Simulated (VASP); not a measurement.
# W (P6_3/mmc) in VASP: further runs

W is run at these levels: RPBE; tasks: single point.

Everything below comes from runs of VASP 6.6.1. Logs are shortened: lines on timing, memory, paths and dates and some standing lists are left out, and cuts for length are marked.

**1. The cell of the first run**

Symmetry: P6_3/mmc, No. 194, hexagonal system. The conventional cell has a = 2.788 Å, b = 2.788 Å, c = 4.974 Å, α = 90.00°, β = 90.00°, γ = 120.00°. W (site symmetry -6m2) has 12 W at 2.79 to 2.96 Å within 3.7 Å.

**2. Single point, RPBE**

Input file INCAR:

```
PREC     = Accurate       # precision mode
ENCUT    = 520            # plane-wave cutoff, eV
EDIFF    = 1E-6           # SCF threshold, eV
ISMEAR   = -1             # smearing method
SIGMA    = 0.1            # smearing width, eV
LREAL    = F              # projectors in reciprocal space
LASPH    = T              # aspherical terms in the spheres
NELM     = 80             # most SCF steps
ALGO     = Normal         # electronic algorithm
ISIF     = 2              # what is computed and relaxed
LWAVE    = F              # write WAVECAR
LCHARG   = F              # write CHGCAR
GGA      = RP             # functional
NBANDS   = 21             # bands
```

Input file KPOINTS:

```
Automatic mesh
0
Gamma
  13 13 7
```

Input file POSCAR:

```
W
1.0
    2.7881318843      0.0000000000      0.0000000000
   -1.3940659422      2.4145930409      0.0000000000
    0.0000000000      0.0000000000      4.9744889715
W
2
Direct
    0.3333333333      0.6666666667      0.2500000000
    0.6666666667      0.3333333333      0.7500000000
```

Potentials or basis: VASP PAW PBE potentials, release 64 (W_sv).

On the command line:

```
$ cat potpaw_PBE.64/W_sv/POTCAR > POTCAR
$ mpirun -np 1 vasp_std > vasp.out
```

OUTCAR:

```text
PREC = Accurate
   ENCUT = 520
   EDIFF = 1E-6
   ISMEAR = -1
   LREAL = F
   LASPH = T
   NELM = 80
   ISIF = 2
   GGA = RP

 ion  position               nearest neighbor table
   1  0.333  0.667  0.250-   2 2.96   2 2.96   2 2.96   2 2.96   2 2.96   2 2.96
   2  0.667  0.333  0.750-   1 2.96   1 2.96   1 2.96   1 2.96   1 2.96   1 2.96

  LATTYP: Found a hexagonal cell.
 ALAT       =     2.7881318843
 C/A-ratio  =     1.7841655911

  Lattice vectors:

 A1 = (   2.7881318843,   0.0000000000,   0.0000000000)
 A2 = (  -1.3940659422,   2.4145930409,   0.0000000000)
 A3 = (   0.0000000000,   0.0000000000,   4.9744889715)

Analysis of symmetry for initial positions (statically):
=====================================================================
 Subroutine PRICEL returns:
 Original cell was already a primitive cell.

 Routine SETGRP: Setting up the symmetry group for a
 hexagonal supercell.

 Subroutine GETGRP returns: Found 24 space group operations
 (whereof 12 operations were pure point group operations)
 out of a pool of 24 trial point group operations.

The static configuration has the point symmetry D_3d.
 The point group associated with its full space group is D_6h.

Analysis of symmetry for dynamics (positions and initial velocities):
=====================================================================
 Subroutine PRICEL returns:
 Original cell was already a primitive cell.

 Routine SETGRP: Setting up the symmetry group for a
 hexagonal supercell.

 Subroutine GETGRP returns: Found 24 space group operations
 (whereof 12 operations were pure point group operations)
 out of a pool of 24 trial point group operations.

The dynamic configuration has the point symmetry D_3d.
 The point group associated with its full space group is D_6h.

 Subroutine INISYM returns: Found 24 space group operations
 (whereof 12 operations are pure point group operations),
 and found     1 'primitive' translations

----------------------------------------------------------------------------------------

                                     Primitive cell

  volume of cell :      33.4893

  direct lattice vectors                    reciprocal lattice vectors
     2.788131884  0.000000000  0.000000000     0.358663091  0.207074232  0.000000000
    -1.394065942  2.414593041  0.000000000     0.000000000  0.414148464  0.000000000
     0.000000000  0.000000000  4.974488971     0.000000000  0.000000000  0.201025674

  length of vectors
[... 72 lines left out ...]
 SYSTEM =  unknown system
   PREC   = accura    normal or accurate (medium, high low for compatibility)
   ISTART =      0    job   : 0-new  1-cont  2-samecut
   ICHARG =      2    charge: 1-file 2-atom 10-const
   ISPIN  =      1    spin polarized calculation?
   LNONCOLLINEAR =      F non collinear calculations
   LSORBIT =      F    spin-orbit coupling
   LASPH  =      T    aspherical Exc in radial PAW
   ENCUT  =  520.0 eV  38.22 Ry    6.18 a.u.   5.18  5.18  9.25*2*pi/ulx,y,z
   NELM   =     80;   NELMIN=  2; NELMDL= -5     # of ELM steps
   EDIFF  = 0.1E-05   stopping-criterion for ELM
   LREAL  =      F    real-space projection
   EDIFFG = 0.1E-04   stopping-criterion for IOM
   NSW    =      0    number of steps for IOM
   IBRION =     -1    ionic relax: 0-MD 1-quasi-New 2-CG
   NFREE  =      0    steps in history (QN), initial steepest desc. (CG)
   ISIF   =      2    stress and relaxation
   ISYM   =      2    0-nonsym 1-usesym 2-fastsym
   POTIM  = 0.5000    time-step for ionic-motion
   TEBEG  =    0.0;   TEEND  =   0.0 temperature during run
   PSTRESS=    0.0 pullay stress
   NELECT =      28.0000    total number of electrons
   NUPDOWN=      -1.0000    fix difference up-down
   EMIN   =  10.00;   EMAX   =-10.00  energy-range for DOS
   EFERMI =   0.00;   METHOD = LEGACY
   ISMEAR =    -1;   SIGMA  =   0.10  broadening in eV -4-tet -1-fermi 0-gaus
   EFERMI_NEDOS =   21; number of points for ismear=-14 and -15
   IALGO  =     38    algorithm
   IMIX   =      4    mixing-type and parameters
     AMIX     =   0.40;   BMIX     =  1.00
     AMIX_MAG =   1.60;   BMIX_MAG =  1.00
  volume/ion in A,a.u.               =      16.74       113.00
  Fermi-wavevector in a.u.,A,eV,Ry     =   1.542265  2.914458 32.362553  2.378581
  Thomas-Fermi vector in A             =   2.648094
   LORBIT       =      0    0 simple, 1 ext, 2 COOP (PROOUT), +10 PAW based schemes
   GGA     = RP    functional components
   LHFCALC =     F    Hartree Fock is set to
   AEXX    =    0.0000 exact exchange contribution
   IVDW    =     0    specifies the selected vdW correction
   LEPSILON=     F    determine dielectric tensor
   LRPA    =     F    only Hartree local field effects (RPA)
 non-spin polarized calculation
  energy-cutoff  :      520.00
  volume of cell :       33.49
 maximum number of plane-waves:       914
 NGX is ok and might be reduce to    24
   NGX = 11   NGY = 11   NGZ = 19

 number of electron      28.0000002 magnetization

 Free energy of the ion-electron system (eV)
  ---------------------------------------------------
  ext. energy  EPLUGINS =         0.00000000
  ---------------------------------------------------
  free energy    TOTEN  =       -23.84810760 eV

  energy without entropy =      -23.78261766  energy(sigma->0) =      -23.81536263

 E-fermi :  10.4035     XC(G=0): -13.2605

 val. band max:       10.3788986380   @ k =   0.3077   0.2308   0.1429
 cond. band min:      10.4359142430   @ k =   0.3846   0.1538   0.2857
 fundamental gap:      0.0570156049
 Fermi energy:        10.4034759473

 k-point     1 :       0.0000    0.0000    0.0000
  band No.  band energies     occupation
      1     -63.4379      2.00000
      2     -63.3737      2.00000
      3     -28.1123      2.00000
      4     -27.2673      2.00000
      5     -27.0696      2.00000
      6     -27.0696      2.00000
[... 565 lines left out ...]
     20      15.8862      0.00000
     21      19.6128      0.00000

 [... further k-points ...]
[... 5 lines left out ...]
  --------------------------------------------------------------------------------------
  -------------------------------------------------------------------------------------
  Total        0.0839234      0.0839234      0.0537212     -0.0000000     -0.0000000      0.0000000
  in kB        4.0150220      4.0150220      2.5701029     -0.0000000     -0.0000000      0.0000000
  external PRESSURE =       3.5333823 kB  Pullay stress =       0.0000000 kB

 VOLUME and BASIS-vectors are now :
 -----------------------------------------------------------------------------
  energy-cutoff  :      520.00
  volume of cell :       33.49
      direct lattice vectors                 reciprocal lattice vectors
     2.788131884  0.000000000  0.000000000     0.358663091  0.207074232  0.000000000
    -1.394065942  2.414593041  0.000000000     0.000000000  0.414148464  0.000000000
     0.000000000  0.000000000  4.974488971     0.000000000  0.000000000  0.201025674

 POSITION                                       TOTAL-FORCE (eV/Angst)
 -----------------------------------------------------------------------------------
     -0.00000      1.60973      1.24362         0.000000      0.000000      0.000000
      1.39407      0.80486      3.73087        -0.000000     -0.000000      0.000000
 -----------------------------------------------------------------------------------
    total drift:                               -0.000000      0.000000     -0.000000

  FREE ENERGIE OF THE ION-ELECTRON SYSTEM (eV)
  ---------------------------------------------------
  free  energy   TOTEN  =       -23.8481076009 eV

  energy  without entropy=      -23.7826176558  energy(sigma->0) =      -23.81536263
```

stdout:

```text
POSCAR found type information on POSCAR W
 POSCAR found :  1 types and       2 ions
 scaLAPACK will be used
 -----------------------------------------------------------------------------
|                                                                             |
|                                                                             |
|     You enforced a specific xc type in the INCAR file but a different       |
|     I HOPE YOU KNOW WHAT YOU ARE DOING!                                     |
|                                                                             |
 -----------------------------------------------------------------------------

 LDA part: xc-table for (Slater+PW92), standard interpolation
 POSCAR, INCAR and KPOINTS ok, starting setup
 FFT: planning ... GRIDC
 FFT: planning ... GRID_SOFT
 FFT: planning ... GRID
 WAVECAR not read
 entering main loop
```

Wall time 16 s (1 thread of Intel Xeon 6975P-C (Granite Rapids), shared host); peak memory 0.18 GiB.

What came out:

| Item | Value |
| --- | --- |
| Free energy | -23.8481 eV |
| Pressure | 0.4 GPa |
| Band gap on the k mesh | zero (band 14 reaches 11.63 eV, above the bottom of band 15 at 9.98 eV) |

Stress tensor (GPa, compression positive):
```
0.40 0.00 0.00
0.00 0.40 0.00
0.00 0.00 0.26
```

Caveat: the PAW data sets were made with another functional, which shifts forces and pressure a little; spin-orbit coupling is left out, which moves the levels of the heavy elements.

**3. Single point, RPBE (volume scaled by 0.88)**

Input file INCAR:

```
  ALGO = Normal
  EDIFF = 1E-7
  ENCUT = 520
  GGA = RP
  ISIF = 2
  ISMEAR = -1
  LASPH = T
  LCHARG = F
  LREAL = F
  LWAVE = F
  NBANDS = 21
  NELM = 80
  PREC = Accurate
  SIGMA = 0.1
```

Input file KPOINTS:

```
k-points
0
Gamma
  15 15 7
```

Input file POSCAR:

```
W
1.0
    2.6718220949      0.0000000000      0.0000000000
   -1.3359110475      2.3138658086      0.0000000000
    0.0000000000      0.0000000000      4.7669730474
W
2
Direct
    0.3333333333      0.6666666667      0.2500000000
    0.6666666667      0.3333333333      0.7500000000
```

Potentials or basis: VASP PAW PBE potentials, release 64 (W_sv).

On the command line:

```
$ cat potpaw_PBE.64/W_sv/POTCAR > POTCAR
$ mpirun -np 1 vasp_std > vasp.out
```

Wall time 22 s (1 thread of Intel Xeon 6975P-C (Granite Rapids), shared host); peak memory 0.18 GiB.

It converged, with:

* Free energy: -23.3178 eV
* Pressure: 45.9 GPa
* Band gap on the k mesh: zero (band 14 reaches 13.58 eV, above the bottom of band 15 at 11.80 eV)

Stress tensor (GPa, compression positive):
```
49.14  0.00  0.00
 0.00 49.14  0.00
 0.00  0.00 39.35
```

Levels at points of the mesh, in eV from the Fermi level:
```tsv
k point	band 10	band 11	band 12	band 13	band 14	band 15	band 16	band 17	band 18	band 19
(0.00, 0.00, 0.00)	-6.49	-2.05	-0.60	-0.60	-0.09	0.08	0.08	2.26	2.26	4.91
```

Caveat: the PAW data sets were made with another functional, which shifts forces and pressure a little; spin-orbit coupling is left out, which moves the levels of the heavy elements.

**4. Single point, RPBE (volume scaled by 0.92)**

Input file INCAR:

```
SYSTEM = W
  PREC = Accurate
  ENCUT = 520
  EDIFF = 1E-6
  ISMEAR = -1
  SIGMA = 0.1
  LREAL = .False.
  LASPH = .True.
  NELM = 100
  ALGO = Normal
  ISIF = 2
  LWAVE = .False.
  LCHARG = .False.
  GGA = RP
  NBANDS = 21
```

Input file KPOINTS:

```
Automatic mesh
0
Gamma
  15 15 7
  0 0 0
```

Input file POSCAR:

```
W
1.0
    2.7117059167      0.0000000000      0.0000000000
   -1.3558529584      2.3484062115      0.0000000000
    0.0000000000      0.0000000000      4.8381323899
W
2
Direct
    0.3333333333      0.6666666667      0.2500000000
    0.6666666667      0.3333333333      0.7500000000
```

On the command line:

```
$ cat potpaw_PBE.64/W_sv/POTCAR > POTCAR
$ mpirun -np 1 vasp_std > vasp.out
```

It took 19 s on 1 thread of Intel Xeon 6975P-C (Granite Rapids), shared host; peak memory 0.18 GiB.

Results (log left out):

| Item | Value |
| --- | --- |
| Free energy | -23.6231 eV |
| Pressure | 27.5 GPa |
| Band gap on the k mesh | zero (band 14 reaches 12.88 eV, above the bottom of band 15 at 11.17 eV) |

Stress tensor (GPa, compression positive):
```
29.48  0.00  0.00
 0.00 29.48  0.00
 0.00  0.00 23.46
```

Levels at points of the mesh, in eV from the Fermi level:
```csv
k point,band 10,band 11,band 12,band 13,band 14,band 15,band 16,band 17,band 18,band 19
"(0.00, 0.00, 0.00)",-6.25,-1.90,-0.52,-0.52,-0.22,0.11,0.11,2.17,2.17,4.65
```

Caveat: the PAW data sets were made with another functional, which shifts forces and pressure a little; spin-orbit coupling is left out, which moves the levels of the heavy elements.

**5. Single point, RPBE (volume scaled by 0.96)**

Input file INCAR:

```
ALGO = Normal
EDIFF = 1E-7
ENCUT = 520
GGA = RP
ISIF = 2
ISMEAR = -1
LASPH = T
LCHARG = F
LREAL = F
LWAVE = F
NBANDS = 21
NELM = 100
PREC = Accurate
SIGMA = 0.1
```

Input file KPOINTS:

```
k-points
0
Gamma
  15 15 7
```

Input file POSCAR:

```
W
1.0
    2.7504498072      0.0000000000      0.0000000000
   -1.3752249036      2.3819594048      0.0000000000
    0.0000000000      0.0000000000      4.9072579061
W
2
Direct
    0.3333333333      0.6666666667      0.2500000000
    0.6666666667      0.3333333333      0.7500000000
```

Potentials or basis: VASP PAW PBE potentials, release 64 (W_sv).

On the command line:

```
$ cat potpaw_PBE.64/W_sv/POTCAR > POTCAR
$ mpirun -np 1 vasp_std > vasp.out
```

OUTCAR:

```text
EDIFF = 1E-7
   ENCUT = 520
   GGA = RP
   ISIF = 2
   ISMEAR = -1
   LASPH = T
   LREAL = F
   NELM = 100
   PREC = Accurate

 ion  position               nearest neighbor table
   1  0.333  0.667  0.250-   2 2.92   2 2.92   2 2.92   2 2.92   2 2.92   2 2.92
   2  0.667  0.333  0.750-   1 2.92   1 2.92   1 2.92   1 2.92   1 2.92   1 2.92

  LATTYP: Found a hexagonal cell.
 ALAT       =     2.7504498072
 C/A-ratio  =     1.7841655911

  Lattice vectors:

[... 189 lines left out ...]
      2     -62.7207      2.00000
      3     -27.5634      2.00000
      4     -26.5870      2.00000
      5     -26.3826      2.00000
      6     -26.3826      2.00000
[... 565 lines left out ...]
     20      19.4768      0.00000
     21      20.4386      0.00000

 [... further k-points ...]
[... 5 lines left out ...]
  --------------------------------------------------------------------------------------
  -------------------------------------------------------------------------------------
  Total        2.7340980      2.7340980      2.1374791     -0.0000000      0.0000000     -0.0000000
  in kB      136.2535101    136.2535101    106.5210649     -0.0000000      0.0000000     -0.0000000
  external PRESSURE =     126.3426951 kB  Pullay stress =       0.0000000 kB

 VOLUME and BASIS-vectors are now :
 -----------------------------------------------------------------------------
  energy-cutoff  :      520.00
  volume of cell :       32.15
      direct lattice vectors                 reciprocal lattice vectors
     2.750449807  0.000000000  0.000000000     0.363576895  0.209911218  0.000000000
    -1.375224904  2.381959405  0.000000000     0.000000000  0.419822436  0.000000000
     0.000000000  0.000000000  4.907257906     0.000000000  0.000000000  0.203779793

 POSITION                                       TOTAL-FORCE (eV/Angst)
 -----------------------------------------------------------------------------------
     -0.00000      1.58797      1.22681         0.000000     -0.000000      0.000000
      1.37522      0.79399      3.68044        -0.000000      0.000000      0.000000
 -----------------------------------------------------------------------------------
    total drift:                                0.000000     -0.000000      0.000000

  FREE ENERGIE OF THE ION-ELECTRON SYSTEM (eV)
  ---------------------------------------------------
  free  energy   TOTEN  =       -23.7897983706 eV

  energy  without entropy=      -23.7205255123  energy(sigma->0) =      -23.75516194
```

It took 21 s on 1 thread of Intel Xeon 6975P-C (Granite Rapids), shared host; peak memory 0.18 GiB.

Results:

- Free energy: -23.7898 eV
- Pressure: 12.6 GPa
- Band gap on the k mesh: zero (band 14 reaches 12.23 eV, above the bottom of band 15 at 10.59 eV)

Levels at points of the mesh, in eV from the Fermi level:
| k point | band 11 | band 12 | band 13 | band 14 | band 15 | band 16 | band 17 | band 18 |
| --- | --- | --- | --- | --- | --- | --- | --- | --- |
| (0.00, 0.00, 0.00) | -1.77 | -0.46 | -0.46 | -0.31 | 0.13 | 0.13 | 2.08 | 2.08 |

Caveat: the PAW data sets were made with another functional, which shifts forces and pressure a little; spin-orbit coupling is left out, which moves the levels of the heavy elements.

**6. Single point, RPBE**

Input file INCAR:

```
SYSTEM = W
PREC = Accurate
ENCUT = 520
EDIFF = 1E-6
ISMEAR = -1
SIGMA = 0.1
LREAL = .FALSE.
LASPH = .TRUE.
NELM = 100
ALGO = Normal
ISIF = 2
LWAVE = .FALSE.
LCHARG = .FALSE.
GGA = RP
NBANDS = 21
```

Input file KPOINTS:

```
regular mesh
0
G
  15 15 7
  0 0 0
```

Input file POSCAR:

```
W
1.0
    2.7881318843      0.0000000000      0.0000000000
   -1.3940659422      2.4145930409      0.0000000000
    0.0000000000      0.0000000000      4.9744889715
W
2
Direct
    0.3333333333      0.6666666667      0.2500000000
    0.6666666667      0.3333333333      0.7500000000
```

Potentials or basis: VASP PAW PBE potentials, release 64 (W_sv).

On the command line:

```
$ cat potpaw_PBE.64/W_sv/POTCAR > POTCAR
$ mpirun -np 1 vasp_std > vasp.out
```

It took 19 s on 1 thread of Intel Xeon 6975P-C (Granite Rapids), shared host; peak memory 0.2 GiB.

It converged, with:

```
Free energy            : -23.8436 eV
Pressure               : 0.4 GPa
Band gap on the k mesh : zero (band 14 reaches 11.63 eV, above the bottom of band 15 at 10.04 eV)
```

Stress tensor (GPa, compression positive):
```
0.54 0.00 0.00
0.00 0.54 0.00
0.00 0.00 0.09
```

Levels at points of the mesh, in eV from the Fermi level:
```csv
k point,band 12,band 13,band 14,band 15,band 16,band 17
"(0.00, 0.00, 0.00)",-0.40,-0.40,-0.39,0.15,0.15,1.99
```

Caveat: the PAW data sets were made with another functional, which shifts forces and pressure a little; spin-orbit coupling is left out, which moves the levels of the heavy elements.

**7. Summary**

| cell | k mesh | gap on the mesh (eV) | pressure (GPa) |
| --- | --- | --- | --- |
| a = 2.788, b = 2.788, c = 4.974 Å, angles 90.0, 90.0, 120.0°, 2 atoms | 13 × 13 × 7 | none | 0.4 |
| a = 2.672, b = 2.672, c = 4.767 Å, angles 90.0, 90.0, 120.0°, 2 atoms | 15 × 15 × 7 | none | 45.9 |
| a = 2.712, b = 2.712, c = 4.838 Å, angles 90.0, 90.0, 120.0°, 2 atoms | 15 × 15 × 7 | none | 27.5 |
| a = 2.750, b = 2.750, c = 4.907 Å, angles 90.0, 90.0, 120.0°, 2 atoms | 15 × 15 × 7 | none | 12.6 |
| a = 2.788, b = 2.788, c = 4.974 Å, angles 90.0, 90.0, 120.0°, 2 atoms | 15 × 15 × 7 | none | 0.4 |

Alike in all rows: task single point; level RPBE; potentials or basis VASP PAW PBE potentials, release 64 (W_sv); no spin polarisation; cutoff (eV) 520; smearing fermi-dirac 0.1 eV.

Caveats: the PAW data sets were made with another functional, which shifts forces and pressure a little; spin-orbit coupling is left out, which moves the levels of the heavy elements.

Absolute energies hang on the potentials; compare differences alone.
